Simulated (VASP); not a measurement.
**Ga2O3: single point with PBE**

Crystal: Ga2O3.

```
CELL_PARAMETERS angstrom
2.52872 1.45996 4.54104
-2.52872 1.45996 4.54104
0.00000 -2.91992 4.54104
ATOMIC_POSITIONS crystal
Ga 0.38367 0.35514 0.34469
Ga 0.17194 0.14340 0.13295
Ga 0.67194 0.64340 0.63295
Ga 0.88367 0.85514 0.84469
O 0.55317 0.94683 0.25000
O 0.25000 0.55317 0.94683
O 0.94683 0.25000 0.55317
O 0.44683 0.05317 0.75000
O 0.75000 0.44683 0.05317
O 0.05317 0.75000 0.44683
```

This cell differs from its parent crystal: all Ga atoms moved +0.125 Å, as atom 1 along Cartesian [1 1 1].

```yaml
Program: VASP 6.6.1
Task: single point
Functional: PBE
Potentials_or_basis: VASP PAW PBE potentials, release 64 (Ga_d, O)
Cutoff: 520 eV
k_mesh: 6 × 6 × 6
Occupations: gaussian, width 0.05 eV
Spin: no spin polarisation
Dipole_correction: no
Further_INCAR_settings: ALGO = Normal; EDIFF = 1e-07; NBANDS = 55
```

```yaml
Pressure: 2.6 GPa
Largest_force: 1.323 eV/Å
Band_gap_on_the_k_mesh: 2.36 eV (least direct gap 2.55 eV)
```

Forces on the atoms (eV/Å):
```
Ga  -0.661 -1.044 -0.448
Ga  -0.730 -0.613 -0.356
Ga  -0.569 -0.635 -0.391
Ga  -0.822 -0.528 -0.413
O    0.432  0.284  0.174
O    0.792  0.342  0.540
O    0.169  0.381  0.084
O    0.304  0.414 -0.107
O    0.742  0.904  0.618
O    0.343  0.494  0.299
```

Stress tensor (GPa, compression positive):
```
2.54 0.37 0.83
0.37 3.00 1.03
0.83 1.03 2.33
```

Levels at points of the mesh, in eV from the valence-band top:
| k point | band 42 | band 43 | band 44 | band 45 | band 46 | band 47 |
| --- | --- | --- | --- | --- | --- | --- |
| (0.00, 0.00, 0.00) | -0.27 | -0.23 | -0.19 | 2.36 | 6.25 | 6.52 |
| (0.50, 0.00, 0.00) | -0.93 | -0.19 | -0.16 | 5.96 | 5.96 | 6.31 |
| (0.00, 0.50, 0.00) | -0.90 | -0.24 | -0.11 | 5.95 | 5.98 | 6.31 |
| (0.00, 0.00, 0.50) | -0.93 | -0.21 | -0.12 | 5.95 | 5.98 | 6.32 |
| (0.50, 0.50, 0.00) | -0.71 | -0.29 | -0.19 | 6.05 | 6.29 | 7.14 |
| (0.50, 0.00, 0.50) | -0.71 | -0.29 | -0.17 | 6.05 | 6.30 | 7.15 |
| (0.00, 0.50, 0.50) | -0.72 | -0.31 | -0.13 | 6.08 | 6.30 | 7.12 |
| (0.50, 0.50, 0.50) | -0.38 | -0.26 | -0.26 | 5.43 | 5.43 | 7.41 |

Wall time 23 min on 1 thread of Intel Xeon 8259CL, with other jobs on the host, peak memory 0.55 GiB.

Caveat: the cell differs from its parent crystal (all Ga atoms moved +0.125 Å, as atom 1 along Cartesian [1 1 1]); forces of over 1 eV/Å act on the atoms, so gaps and moduli don't describe the material at rest. A k mesh can miss the band edges.
